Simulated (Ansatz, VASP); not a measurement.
## Fe in VASP and in Ansatz

```
Fe
1.0
    -1.41568    1.41568    1.41568
     1.41568   -1.41568    1.41568
     2.83135    2.83135    0.00000
Fe
2
Direct
  0.00000 0.00000 0.00000
  0.50000 0.50000 0.50000
```

Alike in both runs: task single point; functional PBE; k mesh 17 × 17 × 10; occupations fermi-dirac, width 0.1 eV; collinear spin.

|  | VASP | Ansatz |
| --- | --- | --- |
| version | VASP 6.6.1 | Ansatz 0.2.0 |
| potentials or method | VASP PAW PBE potentials, release 64 (Fe), cutoff 520 eV | all-electron LAPW, scalar-relativistic |

|  | VASP | Ansatz | Ansatz less VASP |
| --- | --- | --- | --- |
| pressure (GPa) | -0.1 | -0.1 | -0.02 |
| net moment per atom (μB) | 2.18 | 2.15 | -0.024 |
| size of the moment on the site where the two differ most (μB) | 2.17 | 2.21 | +0.034 |

Site moments also hang on the region over which each program counts them. Ansatz ran all-electron here, and VASP with PAW potentials.
